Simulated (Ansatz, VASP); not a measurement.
**B4Ru: VASP beside Ansatz**

```
B Ru
1.0
     3.46134    0.00000    0.00000
     0.00000    3.46134    0.00000
     0.00000    0.00000    3.46134
B Ru
4 1
Direct
  0.00000 0.00000 0.00000
  0.50000 0.00000 0.00000
  0.00000 0.50000 0.00000
  0.00000 0.00000 0.50000
  0.50000 0.50000 0.50000
```

Alike in both runs: functional PBE; k mesh 6 × 6 × 6; occupations gaussian, width 0.1 eV; no spin polarisation.

Ansatz relaxed the structure, and its values are those at the end. VASP's run is a single point on that final structure, the one shown.

```csv
,VASP,Ansatz
version,VASP 6.6.1,Ansatz 0.2.0
potentials or method,"VASP PAW PBE potentials, release 64 (B, Ru_pv), cutoff 520 eV","scalar-relativistic, plane waves, PAW"
valence electrons in the cell,26,28
```

|  | VASP | Ansatz | Ansatz less VASP |
| --- | --- | --- | --- |
| gap on the k mesh at the Fermi level (eV) | none | none | - |
| pressure (GPa) | -0.1 | 0.0 | +0.10 |

A gap of «none» marks a metal or a gap that the smearing closes. With one functional, cell and mesh, what is left measures potentials, basis and numerics. VASP's potentials hold 26 valence electrons a cell and Ansatz's 28, so a difference there can come from the potentials and not from the codes.
